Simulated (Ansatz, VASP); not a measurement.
# Re: VASP beside Ansatz

```
Re
1.0
     2.26721    0.00000    0.00000
     0.00000    2.26721    0.00000
     0.00000    0.00000    2.26721
Re
1
Direct
  0.00000 0.00000 0.00000
```

Change from the starting cell: volume scaled by 0.68, LAPW.

Alike in both runs: task single point; functional PBE; k mesh 15 × 15 × 15; occupations fermi-dirac, width 0.08 eV; no spin polarisation.

```csv
,VASP,Ansatz
version,VASP 6.6.1,Ansatz 0.2.0
potentials or method,"VASP PAW PBE potentials, release 64 (Re), cutoff 520 eV","all-electron LAPW, scalar-relativistic"
```

|  | VASP | Ansatz | Ansatz less VASP |
| --- | --- | --- | --- |
| pressure (GPa) | 223.9 | 228.7 | +4.78 |

Both programs put the cell under a high pressure, so it lies far from rest at this level. Ansatz ran all-electron here, and VASP with PAW potentials.

Spin-orbit coupling is off throughout. Noted on VASP's run: the cell as given lies far from equilibrium.
